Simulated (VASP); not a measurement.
Write the native input for VASP 6.6.1 that does the following.

- Task: single point
- Functional: RPBE
- Potentials or basis: VASP PAW PBE potentials, release 64 (Te, Sn_d)
- Cutoff: 520 eV
- k mesh: 7 × 7 × 7
- Occupations: fermi-dirac, width 0.05 eV
- Spin: no spin polarisation
- Dipole correction: no
- Further INCAR settings: ALGO = Normal; EDIFF = 1e-06; NBANDS = 17

The structure of SnTe lies in POSCAR:

```
SnTe
1.0
    0.0000000000      3.2126470615      3.2126470615
    3.2126470615      0.0000000000      3.2126470615
    3.2126470615      3.2126470615      0.0000000000
Te Sn
1 1
Direct
    0.5000000000      0.5000000000      0.5000000000
    0.0000000000      0.0000000000      0.0000000000
```

The input as run:

INCAR

```
PREC     = Accurate       # precision mode
ENCUT    = 520            # plane-wave cutoff, eV
EDIFF    = 1E-6           # SCF threshold, eV
ISMEAR   = -1             # smearing method
SIGMA    = 0.05           # smearing width, eV
LREAL    = False          # projectors in reciprocal space
LASPH    = True           # aspherical terms in the spheres
NELM     = 60             # most SCF steps
ALGO     = Normal         # electronic algorithm
ISIF     = 2              # what is computed and relaxed
LWAVE    = False          # write WAVECAR
LCHARG   = True           # write CHGCAR
GGA      = RP             # functional
LELF     = True           # ELF
LVHAR    = True         
NBANDS   = 17             # bands
```

KPOINTS

```
Automatic mesh
0
Gamma
  7 7 7
```

Potentials or basis: VASP PAW PBE potentials, release 64 (Te, Sn_d).

Launch:

```sh
$ cat potpaw_PBE.64/Te/POTCAR potpaw_PBE.64/Sn_d/POTCAR > POTCAR
$ mpirun -np 1 vasp_std > vasp.out
```

It gave:

| Item | Value |
| --- | --- |
| Pressure | 0.9 GPa |

Caveat: the PAW data sets were made with another functional, which shifts forces and pressure a little.

Run time: 34 s on 1 thread of AMD EPYC 7R43 64-Core Processor (Zen 3) (shared host), peak memory 0.17 GiB.
